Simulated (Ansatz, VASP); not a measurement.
## Sn in VASP and in Ansatz

```xyz
1
Lattice="-1.8911 1.8978 1.8732 1.8971 -1.9215 1.9029 1.8832 1.9136 -1.8969" Properties=species:S:1:pos:R:3 pbc="T T T"
Sn    0.0000    0.0000    0.0000
```

Alike in both runs: task relaxation of cell and atoms; functional PBEsol; k mesh 10 × 10 × 10; occupations fermi-dirac, width 0.05 eV; no spin polarisation.

|  | VASP | Ansatz |
| --- | --- | --- |
| version | VASP 6.6.1 | Ansatz 0.2.0 |
| potentials or method | VASP PAW PBE potentials, release 64 (Sn_d) | Ansatz PAW |
| plane-wave cutoff (eV) | 600 | 420 |
| valence electrons in the cell | 14 | 14 |

```tsv
	VASP	Ansatz	Ansatz less VASP
gap on the k mesh at the Fermi level, each at its own relaxed structure (eV)	none	none	-
relaxed volume (Å³/atom)	26.25	26.25	-0.002
relaxed length of the cell vector where the two differ most in proportion (Å)	3.253	3.266	+0.0127
```

VASP's potentials were made for PBE, not for PBEsol. A gap of «none» marks a metal or a gap that the smearing closes.

Noted on Ansatz's run: the plane-wave basis is chosen anew once the cell has moved, so the energies of steps on either side of that aren't comparable.
